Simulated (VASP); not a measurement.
VN2, 6 atoms in the cell. The structure is tetragonal, space group I4/mcm (No. 140). Conventional cell: a = 4.095 Å, b = 4.095 Å, c = 4.679 Å, α = 90.00°, β = 90.00°, γ = 90.00°. V (site symmetry 422) has 8 N at 2.01 Å and 2 V at 2.34 Å within 2.7 Å. Within 1.8 Å of N (site symmetry m2m) lie 1 N at 1.35 Å.  This cell differs from its parent crystal: volume scaled by 0.88, then relaxed in part.

| Property | Result |
| --- | --- |
| Program | VASP 6.6.1 |
| Task | single point |
| Functional | PBEsol |
| Potentials or basis | VASP PAW PBE potentials, release 64 (V_sv, N) |
| Cutoff | 520 eV |
| k mesh | 12 × 12 × 12 |
| Occupations | gaussian, width 0.1 eV |
| Spin | no spin polarisation |
| Dipole correction | no |
| Further INCAR settings | ALGO = Normal; EDIFF = 1e-07; NBANDS = 32 |

Potentials or basis: VASP PAW PBE potentials, release 64 (V_sv, N).

Run with:

```console
$ cat potpaw_PBE.64/V_sv/POTCAR potpaw_PBE.64/N/POTCAR > POTCAR
$ mpirun -np 1 vasp_std > vasp.out
```

Hardware: 1 thread of Intel(R) Xeon(R) Platinum 8488C (Sapphire Rapids) (shared host).

Q: How long does it take, and how much memory?

A: It took 2.3 min on 1 thread of Intel(R) Xeon(R) Platinum 8488C (Sapphire Rapids), on a shared host, peak memory 0.27 GiB. Counts: scf iterations 15, k points 163.
